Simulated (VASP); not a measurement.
Input of a VASP 6.6.1 run:

POSCAR

```
As2Se
1.0
   -3.5142117089      3.5142117089      2.6218479589
    3.5142117089     -3.5142117089      2.6218479589
    3.5142117089      3.5142117089     -2.6218479589
As Se
4 2
Direct
    0.8750000000      0.1250000000      0.7500000000
    0.3750000000      0.1250000000      0.2500000000
    0.8750000000      0.6250000000      0.7500000000
    0.8750000000      0.1250000000      0.2500000000
    0.5000000000      0.5000000000      0.0000000000
    0.2500000000      0.7500000000      0.5000000000
```

Contents of INCAR.step1:

```
PREC = Accurate ; ENCUT = 520
ISMEAR = 0 ; SIGMA = 0.1
LREAL = F ; LASPH = T
NELM = 80 ; NBANDS = 25
GGA = PE ; ALGO = Normal
EDIFF = 1E-4 ; LWAVE = T
LCHARG = F
```

File INCAR.step2:

```
PREC = Accurate ; ENCUT = 520
EDIFF = 1E-6 ; ISMEAR = 0
SIGMA = 0.1 ; LREAL = F
LASPH = T ; NELM = 80
ALGO = Normal ; ISIF = 2
LWAVE = F ; LCHARG = F
METAGGA = R2SCAN ; LMIXTAU = T
NBANDS = 25 ; ISTART = 1
```

Contents of KPOINTS:

```
regular mesh
0
Gamma
  8 8 8
```

Potentials or basis: VASP PAW PBE potentials, release 64 (As, Se).

Command:

```console
$ cat potpaw_PBE.64/As/POTCAR potpaw_PBE.64/Se/POTCAR > POTCAR
$ cp INCAR.step1 INCAR
$ mpirun -np 1 vasp_std > vasp.out
$ cp INCAR.step2 INCAR
$ mpirun -np 1 vasp_std > vasp.out
```

(1) Predict the band gap on the k mesh.

(2) What does it give for the pressure?

Answers

(1) zero (bands 16 and 17 overlap by 0.50 eV).

(2) -0.1 GPa.

Caveat: the PAW data sets were made with another functional, which shifts forces and pressure a little.
